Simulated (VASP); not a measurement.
# Ga3Se (Pm-3m) in VASP: a series of runs, part 3 of 3

VASP 6.6.1. The steps go on from the part before.

## Step 5: Single point, r2SCAN

This run uses another cell than the first one, of 20.74 Å³/atom.

POSCAR

```
Ga3Se
1.0
    4.3611939016      0.0000000000      0.0000000000
    0.0000000000      4.3611939016      0.0000000000
    0.0000000000      0.0000000000      4.3611939016
Ga Se
3 1
Direct
    0.0000000000      0.5000000000      0.5000000000
    0.5000000000      0.0000000000      0.5000000000
    0.5000000000      0.5000000000      0.0000000000
    0.0000000000      0.0000000000      0.0000000000
```

INCAR.step1

```
SYSTEM = Ga3Se
PREC     = Accurate       ! precision mode
ENCUT    = 520            ! plane-wave cutoff, eV
ISMEAR   = 0              ! smearing method
SIGMA    = 0.1            ! smearing width, eV
LREAL    = .False.        ! projectors in reciprocal space
LASPH    = .True.         ! aspherical terms in the spheres
NELM     = 60             ! most SCF steps
NBANDS   = 30             ! bands
GGA      = PE             ! functional
ALGO     = Normal         ! electronic algorithm
EDIFF    = 1E-4           ! SCF threshold, eV
LWAVE    = .True.         ! write WAVECAR
LCHARG   = .False.        ! write CHGCAR
```

INCAR.step2

```
SYSTEM = Ga3Se
PREC     = Accurate       ! precision mode
ENCUT    = 520            ! plane-wave cutoff, eV
EDIFF    = 1E-7           ! SCF threshold, eV
ISMEAR   = 0              ! smearing method
SIGMA    = 0.1            ! smearing width, eV
LREAL    = .False.        ! projectors in reciprocal space
LASPH    = .True.         ! aspherical terms in the spheres
NELM     = 60             ! most SCF steps
ALGO     = Normal         ! electronic algorithm
ISIF     = 2              ! what is computed and relaxed
LWAVE    = .False.        ! write WAVECAR
LCHARG   = .True.         ! write CHGCAR
METAGGA  = R2SCAN         ! meta-GGA
LMIXTAU  = .True.       
LELF     = .True.         ! ELF
LVHAR    = .True.       
NBANDS   = 30             ! bands
ISTART   = 1
```

KPOINTS

```
Automatic mesh
0
Gamma
  10 10 10
  0 0 0
```

Potentials or basis: VASP PAW PBE potentials, release 64 (Ga_d, Se).

Command:

```sh
> cat potpaw_PBE.64/Ga_d/POTCAR potpaw_PBE.64/Se/POTCAR > POTCAR
> cp INCAR.step1 INCAR
> mpirun -np 1 vasp_std > vasp.out
> cp INCAR.step2 INCAR
> mpirun -np 1 vasp_std > vasp.out
```

OUTCAR:

```text
SYSTEM = Ga3Se
   PREC = Accurate
   ENCUT = 520
   EDIFF = 1E-7
   ISMEAR = 0
   LREAL = .False.
   LASPH = .True.
   NELM = 60
   ISIF = 2
   METAGGA = R2SCAN
   ISTART = 1

 ion  position               nearest neighbor table
   1  0.000  0.500  0.500-
   2  0.500  0.000  0.500-
   3  0.500  0.500  0.000-
   4  0.000  0.000  0.000-

  LATTYP: Found a simple cubic cell.
 ALAT       =     4.3611939016

  Lattice vectors:

 A1 = (   4.3611939016,   0.0000000000,   0.0000000000)
 A2 = (   0.0000000000,   4.3611939016,   0.0000000000)
 A3 = (   0.0000000000,   0.0000000000,   4.3611939016)

Analysis of symmetry for initial positions (statically):
=====================================================================
 Subroutine PRICEL returns:
 Original cell was already a primitive cell.

 Routine SETGRP: Setting up the symmetry group for a
 simple cubic supercell.

 Subroutine GETGRP returns: Found 48 space group operations
 (whereof 48 operations were pure point group operations)
 out of a pool of 48 trial point group operations.

The static configuration has the point symmetry O_h .

Analysis of symmetry for dynamics (positions and initial velocities):
=====================================================================
 Subroutine PRICEL returns:
 Original cell was already a primitive cell.

 Routine SETGRP: Setting up the symmetry group for a
 simple cubic supercell.

 Subroutine GETGRP returns: Found 48 space group operations
 (whereof 48 operations were pure point group operations)
 out of a pool of 48 trial point group operations.

The dynamic configuration has the point symmetry O_h .

 Subroutine INISYM returns: Found 48 space group operations
 (whereof 48 operations are pure point group operations),
 and found     1 'primitive' translations

----------------------------------------------------------------------------------------

                                     Primitive cell

  volume of cell :      82.9500

  direct lattice vectors                    reciprocal lattice vectors
     4.361193902  0.000000000  0.000000000     0.229295010  0.000000000  0.000000000
     0.000000000  4.361193902  0.000000000     0.000000000  0.229295010  0.000000000
     0.000000000  0.000000000  4.361193902     0.000000000  0.000000000  0.229295010

  length of vectors
     4.361193902  4.361193902  4.361193902     0.229295010  0.229295010  0.229295010

  position of ions in fractional coordinates (direct lattice)
     0.000000000  0.500000000  0.500000000
     0.500000000  0.000000000  0.500000000
     0.500000000  0.500000000  0.000000000
     0.000000000  0.000000000  0.000000000

  ion indices of the primitive-cell ions
   primitive index   ion index
                 1           1
                 2           2
                 3           3
                 4           4

----------------------------------------------------------------------------------------

 KPOINTS: Automatic mesh

Automatic generation of k-mesh.
 Grid dimensions read from file:
 generate k-points for:   10   10   10

 Generating k-lattice:

  Cartesian coordinates                     Fractional coordinates (reciprocal lattice)
     0.022929501  0.000000000  0.000000000     0.100000000  0.000000000  0.000000000
     0.000000000  0.022929501  0.000000000     0.000000000  0.100000000  0.000000000
     0.000000000  0.000000000  0.022929501     0.000000000  0.000000000  0.100000000

  Length of vectors
     0.022929501  0.022929501  0.022929501

  Shift w.r.t. Gamma in fractional coordinates (k-lattice)
     0.000000000  0.000000000  0.000000000

 Subroutine IBZKPT returns following result:
 ===========================================

 Found     56 irreducible k-points:

 Following reciprocal coordinates:
            Coordinates               Weight
  0.000000  0.000000  0.000000      1.000000
  0.100000  0.000000  0.000000      6.000000
  0.200000  0.000000  0.000000      6.000000
  0.300000  0.000000  0.000000      6.000000
  0.400000  0.000000  0.000000      6.000000
  0.500000  0.000000  0.000000      3.000000
[... 16 lines left out ...]
  0.200000  0.100000  0.100000     24.000000
  0.300000  0.100000  0.100000     24.000000
 [... further k-points ...]
   k-points           NKPTS =     56   k-points in BZ     NKDIM =     56   number of bands    NBANDS=     30
   number of dos      NEDOS =    301   number of ions     NIONS =      4
   total plane-waves  NPLWV =  32768
   dimension x,y,z NGX =    32 NGY =   32 NGZ =   32
   dimension x,y,z NGXF=    64 NGYF=   64 NGZF=   64
   ions per type =               3   1
   NGX,Y,Z   is equivalent  to a cutoff of  12.20, 12.20, 12.20 a.u.
   NGXF,Y,Z  is equivalent  to a cutoff of  24.40, 24.40, 24.40 a.u.
 SYSTEM =  Ga3Se
   PREC   = accura    normal or accurate (medium, high low for compatibility)
   ISTART =      1    job   : 0-new  1-cont  2-samecut
   ICHARG =      0    charge: 1-file 2-atom 10-const
   ISPIN  =      1    spin polarized calculation?
   LNONCOLLINEAR =      F non collinear calculations
   LSORBIT =      F    spin-orbit coupling
   LASPH  =      T    aspherical Exc in radial PAW
   ENCUT  =  520.0 eV  38.22 Ry    6.18 a.u.   8.11  8.11  8.11*2*pi/ulx,y,z
   NELM   =     60;   NELMIN=  2; NELMDL=  0     # of ELM steps
   EDIFF  = 0.1E-06   stopping-criterion for ELM
   LREAL  =      F    real-space projection
   EDIFFG = 0.1E-05   stopping-criterion for IOM
   NSW    =      0    number of steps for IOM
   IBRION =     -1    ionic relax: 0-MD 1-quasi-New 2-CG
   NFREE  =      0    steps in history (QN), initial steepest desc. (CG)
   ISIF   =      2    stress and relaxation
   ISYM   =      2    0-nonsym 1-usesym 2-fastsym
   POTIM  = 0.5000    time-step for ionic-motion
   TEBEG  =    0.0;   TEEND  =   0.0 temperature during run
   PSTRESS=    0.0 pullay stress
   NELECT =      45.0000    total number of electrons
   NUPDOWN=      -1.0000    fix difference up-down
   EMIN   =  10.00;   EMAX   =-10.00  energy-range for DOS
   EFERMI =   0.00;   METHOD = LEGACY
   ISMEAR =     0;   SIGMA  =   0.10  broadening in eV -4-tet -1-fermi 0-gaus
   EFERMI_NEDOS =   21; number of points for ismear=-14 and -15
   IALGO  =     38    algorithm
   IMIX   =      4    mixing-type and parameters
     AMIX     =   0.40;   BMIX     =  1.00
     AMIX_MAG =   1.60;   BMIX_MAG =  1.00
  volume/ion in A,a.u.               =      20.74       139.94
  Fermi-wavevector in a.u.,A,eV,Ry     =   1.335181  2.523127 24.255233  1.782709
  Thomas-Fermi vector in A             =   2.463905
   LORBIT       =      0    0 simple, 1 ext, 2 COOP (PROOUT), +10 PAW based schemes
   METAGGA = R2SCAN    functional components
   LHFCALC =     F    Hartree Fock is set to
   AEXX    =    0.0000 exact exchange contribution
   IVDW    =     0    specifies the selected vdW correction
   LEPSILON=     F    determine dielectric tensor
   LRPA    =     F    only Hartree local field effects (RPA)
 non-spin polarized calculation
 Gauss-broadening in eV      SIGMA  =   0.10
  energy-cutoff  :      520.00
  volume of cell :       82.95
 maximum number of plane-waves:      2272
   NGX = 17   NGY = 17   NGZ = 17

 number of electron      45.0000081 magnetization

 Free energy of the ion-electron system (eV)
  ---------------------------------------------------
  ext. energy  EPLUGINS =         0.00000000
  ---------------------------------------------------
  free energy    TOTEN  =       -48.23495243 eV

  energy without entropy =      -48.22501436  energy(sigma->0) =      -48.22998340

 E-fermi :   4.9769     XC(G=0): -11.3548

 val. band max:        4.9550939821   @ k =   0.2000   0.1000   0.1000
 cond. band min:       4.9955295759   @ k =   0.4000   0.3000   0.1000
 fundamental gap:      0.0404355938
 Fermi energy:         4.9768581663

 k-point     1 :       0.0000    0.0000    0.0000
  band No.  band energies     occupation
      1     -10.6818      2.00000
      2     -10.6425      2.00000
      3     -10.6425      2.00000
      4     -10.6425      2.00000
      5     -10.5892      2.00000
      6     -10.5892      2.00000
[... 781 lines left out ...]
     29      10.6322      0.00000
     30      12.9068      0.00000

 [... further k-points ...]

------------------------ aborting loop because EDIFF is reached ----------------------------------------

  FORCE on cell =-STRESS in cart. coord.  units (eV):
  Direction    XX          YY          ZZ          XY          YZ          ZX
  --------------------------------------------------------------------------------------
  -------------------------------------------------------------------------------------
  Total        0.0002558      0.0002558      0.0002558      0.0000000      0.0000000      0.0000000
  in kB        0.0049402      0.0049402      0.0049402      0.0000000      0.0000000      0.0000000
  external PRESSURE =       0.0049402 kB  Pullay stress =       0.0000000 kB

 VOLUME and BASIS-vectors are now :
 -----------------------------------------------------------------------------
  energy-cutoff  :      520.00
  volume of cell :       82.95
      direct lattice vectors                 reciprocal lattice vectors
     4.361193902  0.000000000  0.000000000     0.229295010  0.000000000  0.000000000
     0.000000000  4.361193902  0.000000000     0.000000000  0.229295010  0.000000000
     0.000000000  0.000000000  4.361193902     0.000000000  0.000000000  0.229295010

 POSITION                                       TOTAL-FORCE (eV/Angst)
 -----------------------------------------------------------------------------------
      0.00000      2.18060      2.18060         0.000000      0.000000      0.000000
      2.18060      0.00000      2.18060         0.000000      0.000000      0.000000
      2.18060      2.18060      0.00000         0.000000      0.000000      0.000000
      0.00000      0.00000      0.00000         0.000000      0.000000      0.000000
 -----------------------------------------------------------------------------------
    total drift:                                0.000000     -0.000000     -0.000000

  FREE ENERGIE OF THE ION-ELECTRON SYSTEM (eV)
  ---------------------------------------------------
  free  energy   TOTEN  =       -48.2349524342 eV

  energy  without entropy=      -48.2250143629  energy(sigma->0) =      -48.22998340
```

It took 2.8 min on 1 thread of Intel Xeon 6975P-C (Granite Rapids), shared host; peak memory 0.26 GiB.

Results:

```yaml
Free_energy: -48.2350 eV
Pressure: 0.0 GPa
Band_gap_on_the_k_mesh: zero (an odd number of electrons rules out a gap without spin polarisation)
```

Caveat: the PAW data sets were made with another functional, which shifts forces and pressure a little.

## Step 6: Relaxation of cell and atoms, LDA

This run uses another cell than the first one, of 21.77 Å³/atom.

INCAR

```
SYSTEM = Ga3Se
PREC = Accurate
ENCUT = 600
EDIFF = 1E-7
ISMEAR = 0
SIGMA = 0.1
LREAL = .False.
LASPH = .True.
NELM = 60
ALGO = Normal
ISIF = 3
LWAVE = .False.
LCHARG = .False.
IBRION = 2
NSW = 80
EDIFFG = -0.01
```

KPOINTS

```
regular mesh
0
Gamma
  10 10 10
  0 0 0
```

POSCAR

```
Ga3Se
1.0
    4.4324650000      0.0000000000      0.0000000000
    0.0000000000      4.4324650000      0.0000000000
    0.0000000000      0.0000000000      4.4324650000
Ga Se
3 1
Direct
    0.0000000000      0.5000000000      0.5000000000
    0.5000000000      0.0000000000      0.5000000000
    0.5000000000      0.5000000000      0.0000000000
    0.0000000000      0.0000000000      0.0000000000
```

Potentials or basis: VASP PAW LDA potentials, release 64 (Ga_d, Se).

Command:

```sh
> cat potpaw_LDA.64/Ga_d/POTCAR potpaw_LDA.64/Se/POTCAR > POTCAR
> mpirun -np 1 vasp_std > vasp.out
```

It took 2.5 min on 1 thread of Intel Xeon 6975P-C (Granite Rapids), shared host; peak memory 0.27 GiB.

The run converged. Its results:

| Item | Value |
| --- | --- |
| Free energy | -14.9920 eV |
| Relaxed volume | 19.26 Å³/atom |
| Relaxed cell | a = 4.255 Å, b = 4.255 Å, c = 4.255 Å, α = 90.00°, β = 90.00°, γ = 90.00° |
| Space group after relaxing (to 0.1 Å) | Pm-3m (No. 221) |
| Energy gained by relaxing | 43.8 meV/atom |
| Ionic steps | 3 |
| Pressure after relaxing | -0.1 GPa |
| Band gap on the k mesh | zero (an odd number of electrons rules out a gap without spin polarisation) |

The path:
```tsv
step	energy change (eV)	largest force (eV/Å)	pressure (GPa)	volume (Å³)
1	0.0000	0.0000	-4.94	87.08
2	-0.1674	0.0000	-1.26	78.90
3	-0.1751	0.0000	-0.05	77.03
```

Final structure:
```
Ga Se
1.0
     4.25494    0.00000    0.00000
     0.00000    4.25494    0.00000
     0.00000    0.00000    4.25494
Ga Se
3 1
Direct
  0.00000 0.50000 0.50000
  0.50000 0.00000 0.50000
  0.50000 0.50000 0.00000
  0.00000 0.00000 0.00000
```

Levels at points of the mesh, in eV from the Fermi level:
| k point | band 19 | band 20 | band 21 | band 22 | band 23 | band 24 | band 25 | band 26 | band 27 |
| --- | --- | --- | --- | --- | --- | --- | --- | --- | --- |
| (0.00, 0.00, 0.00) | -4.25 | -4.25 | -2.74 | -2.74 | 1.77 | 1.77 | 1.77 | 4.66 | 4.66 |
| (0.50, 0.00, 0.00) | -3.16 | -3.16 | -1.84 | -1.11 | -0.47 | -0.47 | 0.95 | 4.55 | 4.59 |
| (0.50, 0.50, 0.00) | -6.87 | -2.41 | -0.92 | -0.50 | -0.50 | 1.58 | 1.58 | 1.65 | 1.94 |
| (0.50, 0.50, 0.50) | -5.56 | -5.25 | -5.25 | -5.25 | -3.95 | 4.51 | 4.51 | 4.51 | 9.39 |

## Step 7: Overview

| task | level | potentials or basis | cell | cutoff (eV) | gap on the mesh (eV) | pressure (GPa) |
| --- | --- | --- | --- | --- | --- | --- |
| single point | LDA | VASP PAW LDA potentials, release 64 (Ga_d, Se) | a = 4.251 Å, 4 atoms | 520 | none | 0.3 |
| single point | PBEsol | VASP PAW PBE potentials, release 64 (Ga_d, Se) | a = 4.297 Å, 4 atoms | 520 | none | 0.2 |
| single point | PBE | VASP PAW PBE potentials, release 64 (Ga_d, Se) | a = 4.408 Å, 4 atoms | 520 | none | 0.2 |
| single point | r2SCAN | VASP PAW PBE potentials, release 64 (Ga_d, Se) | a = 4.361 Å, 4 atoms | 520 | none | 0.0 |
| relaxation of cell and atoms | LDA | VASP PAW LDA potentials, release 64 (Ga_d, Se) | relaxed from a = 4.432 Å, 4 atoms | 600 | none | -0.1 |

Alike in all rows: no spin polarisation; k mesh 10 × 10 × 10; smearing gaussian 0.1 eV.

Caveats: the PAW data sets were made with another functional, which shifts forces and pressure a little (at least some runs).

Absolute energies hang on the potentials; compare differences alone.
